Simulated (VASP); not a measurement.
Here is a VASP 6.6.1 calculation.

File POSCAR:

```
Si2Ni
1.0
    0.0000000000      2.7030000000      2.7030000000
    2.7030000000      0.0000000000      2.7030000000
    2.7030000000      2.7030000000      0.0000000000
Si Ni
2 1
Direct
    0.2500000000      0.2500000000      0.2500000000
    0.7500000000      0.7500000000      0.7500000000
    0.0000000000      0.0000000000      0.0000000000
```

File INCAR.step1:

```
SYSTEM = Si2Ni
  PREC = Accurate
  ENCUT = 600
  ISMEAR = 0
  SIGMA = 0.1
  LREAL = .FALSE.
  LASPH = .TRUE.
  NELM = 100
  GGA = PE
  ALGO = Normal
  EDIFF = 1E-4
  LWAVE = .TRUE.
  LCHARG = .FALSE.
```

File INCAR.step2:

```
SYSTEM = Si2Ni
  PREC = Accurate
  ENCUT = 600
  EDIFF = 1E-6
  ISMEAR = 0
  SIGMA = 0.1
  LREAL = .FALSE.
  LASPH = .TRUE.
  NELM = 100
  ALGO = Normal
  ISIF = 3
  LWAVE = .FALSE.
  LCHARG = .FALSE.
  METAGGA = R2SCAN
  LMIXTAU = .TRUE.
  IBRION = 2
  NSW = 100
  EDIFFG = -0.005
  ISTART = 1
```

KPOINTS

```
Automatic mesh
0
G
  14 14 14
  0 0 0
```

Potentials or basis: VASP PAW PBE potentials, release 64 (Si, Ni).

Command:

```sh
$ cat potpaw_PBE.64/Si/POTCAR potpaw_PBE.64/Ni/POTCAR > POTCAR
$ cp INCAR.step1 INCAR
$ mpirun -np 1 vasp_std > vasp.out
$ cp INCAR.step2 INCAR
$ mpirun -np 1 vasp_std > vasp.out
```

Q: Estimate the relaxed volume.

A: 13.01 Å³/atom.

Q: Predict the space group after relaxing (to 0.1 Å).

A: Fm-3m (No. 225).

Q: Predict the relaxed cell.

A: a = 3.807 Å, b = 3.807 Å, c = 3.807 Å, α = 60.00°, β = 60.00°, γ = 60.00°.

Final structure:
```cif
data_structure
_symmetry_space_group_name_H-M 'P 1'
_symmetry_Int_Tables_number 1
_cell_length_a 3.8074
_cell_length_b 3.8074
_cell_length_c 3.8074
_cell_angle_alpha 60.000
_cell_angle_beta 60.000
_cell_angle_gamma 60.000
_cell_volume 39.03
loop_
_atom_site_label
_atom_site_type_symbol
_atom_site_fract_x
_atom_site_fract_y
_atom_site_fract_z
_atom_site_occupancy
Si1 Si 0.25000 0.25000 0.25000 1
Si2 Si 0.75000 0.75000 0.75000 1
Ni1 Ni 0.00000 0.00000 0.00000 1
```

Caveat: the PAW data sets were made with another functional, which shifts forces and pressure a little. Spin polarisation is off, so any magnetic state and its effect on volume and gap are missing.
